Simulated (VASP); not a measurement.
# BAs (rocksalt type) (Fm-3m) in VASP: notebook, part 2 of 2

VASP 6.6.1. The steps go on from the part before.

## 3. Single point, r2SCAN (volume scaled by 0.55)

The input, POSCAR:

```
BAs
1.0
    0.0000000000      1.8854427757      1.8854427757
    1.8854427757      0.0000000000      1.8854427757
    1.8854427757      1.8854427757      0.0000000000
B As
1 1
Direct
    0.0000000000      0.0000000000      0.0000000000
    0.5000000000      0.5000000000      0.5000000000
```

The input, INCAR.step1:

```
PREC = Accurate ; ENCUT = 520
ISMEAR = -1 ; SIGMA = 0.05
LREAL = False ; LASPH = True
NELM = 60 ; NBANDS = 11
GGA = PE ; ALGO = Normal
EDIFF = 1E-4 ; LWAVE = True
LCHARG = False
```

The input, INCAR.step2:

```
PREC = Accurate ; ENCUT = 520
EDIFF = 1E-7 ; ISMEAR = -1
SIGMA = 0.05 ; LREAL = False
LASPH = True ; NELM = 60
ALGO = Normal ; ISIF = 2
LWAVE = False ; LCHARG = False
METAGGA = R2SCAN ; LMIXTAU = True
NBANDS = 11 ; ISTART = 1
```

The input, KPOINTS:

```
Automatic mesh
0
Gamma
  15 15 15
```

Potentials or basis: VASP PAW PBE potentials, release 64 (B, As).

The run is started by

```
cat potpaw_PBE.64/B/POTCAR potpaw_PBE.64/As/POTCAR > POTCAR
cp INCAR.step1 INCAR
mpirun -np 1 vasp_std > vasp.out
cp INCAR.step2 INCAR
mpirun -np 1 vasp_std > vasp.out
```

OUTCAR:

```text
PREC = Accurate
   ENCUT = 520
   EDIFF = 1E-7
   ISMEAR = -1
   LREAL = False
   LASPH = True
   NELM = 60
   ISIF = 2
   METAGGA = R2SCAN
   ISTART = 1

 ion  position               nearest neighbor table
   1  0.000  0.000  0.000-   2 1.89   2 1.89   2 1.89   2 1.89   2 1.89   2 1.89
   2  0.500  0.500  0.500-   1 1.89   1 1.89   1 1.89   1 1.89   1 1.89   1 1.89

  LATTYP: Found a face centered cubic cell.
 ALAT       =     3.7708855514

  Lattice vectors:

 A1 = (   0.0000000000,   1.8854427757,   1.8854427757)
 A2 = (   1.8854427757,   0.0000000000,   1.8854427757)
 A3 = (   1.8854427757,   1.8854427757,   0.0000000000)

Analysis of symmetry for initial positions (statically):
=====================================================================
 Subroutine PRICEL returns:
 Original cell was already a primitive cell.

 Routine SETGRP: Setting up the symmetry group for a
 face centered cubic supercell.

 Subroutine GETGRP returns: Found 48 space group operations
 (whereof 48 operations were pure point group operations)
 out of a pool of 48 trial point group operations.

The static configuration has the point symmetry O_h .

[... 163 lines left out ...]
 fundamental gap:      0.0667376970
 Fermi energy:        16.9572471253

 k-point     1 :       0.0000    0.0000    0.0000
  band No.  band energies     occupation
      1      -8.3526      2.00000
      2      16.3307      1.99999
      3      16.3307      1.99999
      4      16.3307      1.99999
      5      26.1331      0.00000
      6      26.1331      0.00000
      7      26.1331      0.00000
      8      30.4311      0.00000
      9      30.4311      0.00000
     10      30.4311      0.00000
     11      30.4863      0.00000
[... 309 lines left out ...]
 k-point    24 :       0.2000    0.1333    0.0000
  band No.  band energies     occupation
      1      -7.1163      2.00000
      2      12.7133      2.00000
      3      13.7386      2.00000
      4      16.3700      1.99998
      5      20.6244      0.00000
      6      22.7990      0.00000
      7      28.8237      0.00000
      8      29.2078      0.00000
      9      32.0079      0.00000
     10      32.0701      0.00000
     11      35.0756      0.00000

 [... further k-points ...]
[... 5 lines left out ...]
  --------------------------------------------------------------------------------------
  -------------------------------------------------------------------------------------
  Total       22.7674061     22.7674061     22.7674061     -0.0000000     -0.0000000      0.0000000
  in kB     2721.1599696   2721.1599696   2721.1599696     -0.0000000     -0.0000000      0.0000000
  external PRESSURE =    2721.1599696 kB  Pullay stress =       0.0000000 kB

 VOLUME and BASIS-vectors are now :
 -----------------------------------------------------------------------------
  energy-cutoff  :      520.00
  volume of cell :       13.41
      direct lattice vectors                 reciprocal lattice vectors
     0.000000000  1.885442776  1.885442776    -0.265189698  0.265189698  0.265189698
     1.885442776  0.000000000  1.885442776     0.265189698 -0.265189698  0.265189698
     1.885442776  1.885442776  0.000000000     0.265189698  0.265189698 -0.265189698

 POSITION                                       TOTAL-FORCE (eV/Angst)
 -----------------------------------------------------------------------------------
      0.00000      0.00000      0.00000        -0.000000      0.000000     -0.000000
      1.88544      1.88544      1.88544         0.000000     -0.000000      0.000000
 -----------------------------------------------------------------------------------
    total drift:                                0.000000     -0.000000     -0.000000

  FREE ENERGIE OF THE ION-ELECTRON SYSTEM (eV)
  ---------------------------------------------------
  free  energy   TOTEN  =       -14.5622657351 eV

  energy  without entropy=      -14.5589288195  energy(sigma->0) =      -14.56059728
```

Run time: 2.3 min. Hardware: 1 thread of AMD EPYC 7R43 (Zen 3), shared host; peak memory 0.11 GiB.

What came out:

- Free energy: -14.5623 eV
- Pressure: 272.1 GPa
- Band gap on the k mesh: zero (band 4 reaches 17.77 eV, above the bottom of band 5 at 15.44 eV)

Levels at points of the mesh, in eV from the Fermi level:
| k point | band 2 | band 3 | band 4 | band 5 | band 6 | band 7 |
| --- | --- | --- | --- | --- | --- | --- |
| (0.00, 0.00, 0.00) | -0.63 | -0.63 | -0.63 | 9.18 | 9.18 | 9.18 |

Caveat: the PAW data sets were made with another functional, which shifts forces and pressure a little.

## 4. Single point, r2SCAN (volume scaled by 0.64)

The input, POSCAR:

```
BAs
1.0
    0.0000000000      1.9831357822      1.9831357822
    1.9831357822      0.0000000000      1.9831357822
    1.9831357822      1.9831357822      0.0000000000
B As
1 1
Direct
    0.0000000000      0.0000000000      0.0000000000
    0.5000000000      0.5000000000      0.5000000000
```

The input, INCAR.step1:

```
SYSTEM = BAs
PREC = Accurate
ENCUT = 520
ISMEAR = -1
SIGMA = 0.05
LREAL = .FALSE.
LASPH = .TRUE.
NELM = 80
NBANDS = 11
GGA = PE
ALGO = Normal
EDIFF = 1E-4
LWAVE = .TRUE.
LCHARG = .FALSE.
```

The input, INCAR.step2:

```
SYSTEM = BAs
PREC = Accurate
ENCUT = 520
EDIFF = 1E-6
ISMEAR = -1
SIGMA = 0.05
LREAL = .FALSE.
LASPH = .TRUE.
NELM = 80
ALGO = Normal
ISIF = 2
LWAVE = .FALSE.
LCHARG = .TRUE.
METAGGA = R2SCAN
LMIXTAU = .TRUE.
LELF = .TRUE.
LVHAR = .TRUE.
NBANDS = 11
ISTART = 1
```

The input, KPOINTS:

```
regular mesh
0
G
  15 15 15
  0 0 0
```

The run is started by

```
cat potpaw_PBE.64/B/POTCAR potpaw_PBE.64/As/POTCAR > POTCAR
cp INCAR.step1 INCAR
mpirun -np 1 vasp_std > vasp.out
cp INCAR.step2 INCAR
mpirun -np 1 vasp_std > vasp.out
```

It took 3.2 min on 1 thread of AMD EPYC 7R43 (Zen 3), shared host; peak memory 0.12 GiB.

Results (log left out):

```yaml
Free_energy: -17.3699 eV
Pressure: 150.5 GPa
Band_gap_on_the_k_mesh: zero (band 4 reaches 15.17 eV, above the bottom of band 5 at 11.78 eV)
```

Levels at points of the mesh, in eV from the Fermi level:
```
           k point  band 1  band 2  band 3  band 4  band 5  band 6  band 7  band 8
(0.00, 0.00, 0.00)  -22.67   -0.33   -0.33   -0.33    9.33    9.33    9.33   11.97
```

Caveat: the PAW data sets were made with another functional, which shifts forces and pressure a little.

## 5. Single point, r2SCAN (volume scaled by 0.72)

The input, POSCAR:

```
BAs
1.0
    0.0000000000      2.0625443297      2.0625443297
    2.0625443297      0.0000000000      2.0625443297
    2.0625443297      2.0625443297      0.0000000000
B As
1 1
Direct
    0.0000000000      0.0000000000      0.0000000000
    0.5000000000      0.5000000000      0.5000000000
```

The input, INCAR.step1:

```
PREC = Accurate ; ENCUT = 520
ISMEAR = -1 ; SIGMA = 0.05
LREAL = False ; LASPH = True
NELM = 100 ; NBANDS = 11
GGA = PE ; ALGO = Normal
EDIFF = 1E-4 ; LWAVE = True
LCHARG = False
```

The input, INCAR.step2:

```
PREC = Accurate ; ENCUT = 520
EDIFF = 1E-6 ; ISMEAR = -1
SIGMA = 0.05 ; LREAL = False
LASPH = True ; NELM = 100
ALGO = Normal ; ISIF = 2
LWAVE = False ; LCHARG = False
METAGGA = R2SCAN ; LMIXTAU = True
NBANDS = 11 ; ISTART = 1
```

The input, KPOINTS:

```
Automatic mesh
0
Gamma
  15 15 15
```

The run is started by

```
cat potpaw_PBE.64/B/POTCAR potpaw_PBE.64/As/POTCAR > POTCAR
cp INCAR.step1 INCAR
mpirun -np 1 vasp_std > vasp.out
cp INCAR.step2 INCAR
mpirun -np 1 vasp_std > vasp.out
```

Wall time 3 min (1 thread of AMD EPYC 7R43 (Zen 3), shared host); peak memory 0.12 GiB.

The run converged. Its results:

* Free energy: -18.7857 eV
* Pressure: 86.9 GPa
* Band gap on the k mesh: zero (band 4 reaches 13.34 eV, above the bottom of band 5 at 9.29 eV)

Levels at points of the mesh, in eV from the Fermi level:
| k point | band 1 | band 2 | band 3 | band 4 | band 5 | band 6 | band 7 | band 8 | band 9 |
| --- | --- | --- | --- | --- | --- | --- | --- | --- | --- |
| (0.00, 0.00, 0.00) | -20.94 | -0.26 | -0.26 | -0.26 | 9.31 | 9.31 | 9.31 | 9.64 | 10.82 |

Caveat: the PAW data sets were made with another functional, which shifts forces and pressure a little.

## 6. Overview

```csv
cell,gap on the mesh (eV),pressure (GPa)
"a = 2.666 Å, angles 60.0°, 2 atoms",none,272.1
"a = 2.805 Å, angles 60.0°, 2 atoms",none,150.5
"a = 2.917 Å, angles 60.0°, 2 atoms",none,86.9
```

Alike in all rows: task single point; level r2SCAN; potentials or basis VASP PAW PBE potentials, release 64 (B, As); no spin polarisation; k mesh 15 × 15 × 15; cutoff (eV) 520; smearing fermi-dirac 0.05 eV.

Caveats: the PAW data sets were made with another functional, which shifts forces and pressure a little.

Absolute energies hang on the potentials; compare differences alone.
